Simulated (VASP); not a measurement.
Write the native input for VASP 6.6.1 that does the following.

```yaml
Task: relaxation of cell and atoms
Functional: PBE
Potentials_or_basis: VASP PAW PBE potentials, release 64 (B, Bi_d)
Cutoff: 600 eV
k_mesh: 13 × 13 × 13
Occupations: fermi-dirac, width 0.05 eV
Spin: no spin polarisation
Dipole_correction: no
Further_INCAR_settings: ALGO = Normal; EDIFF = 1e-06; IBRION = 2; EDIFFG = -0.005; NSW = 60; ISIF = 3
```

The structure of BiB (CsCl type) lies in POSCAR:

```
BiB
1.0
    3.1309361496      0.0000000000      0.0000000000
    0.0000000000      3.1309361496      0.0000000000
    0.0000000000      0.0000000000      3.1309361496
B Bi
1 1
Direct
    0.0000000000      0.0000000000      0.0000000000
    0.5000000000      0.5000000000      0.5000000000
```

One way to write it, as run:

INCAR

```
SYSTEM = BiB
  PREC = Accurate
  ENCUT = 600
  EDIFF = 1E-6
  ISMEAR = -1
  SIGMA = 0.05
  LREAL = .FALSE.
  LASPH = .TRUE.
  NELM = 60
  ALGO = Normal
  ISIF = 3
  LWAVE = .FALSE.
  LCHARG = .FALSE.
  GGA = PE
  IBRION = 2
  NSW = 60
  EDIFFG = -0.005
```

KPOINTS

```
Automatic mesh
0
G
  13 13 13
  0 0 0
```

Potentials or basis: VASP PAW PBE potentials, release 64 (B, Bi_d).

Launch:

```bash
$ cat potpaw_PBE.64/B/POTCAR potpaw_PBE.64/Bi_d/POTCAR > POTCAR
$ mpirun -np 1 vasp_std > vasp.out
```

Results of the run:

```
Relaxed volume                        : 19.01 Å³/atom
Relaxed cell                          : a = 3.363 Å, b = 3.363 Å, c = 3.363 Å, α = 90.00°, β = 90.00°, γ = 90.00°
Space group after relaxing (to 0.1 Å) : Pm-3m (No. 221)
Energy gained by relaxing             : 229.7 meV/atom
Ionic steps                           : 7
Pressure after relaxing               : 0.0 GPa
```

Caveat: the volume moved by over 15 % at a fixed basis, so the end points are rough; the highest band is partly filled, so the run has too few bands.

Run time: 100 s on 1 thread of Intel(R) Xeon(R) Platinum 8375C CPU @ 2.90GHz (Ice Lake), on a shared host, peak memory 0.19 GiB.
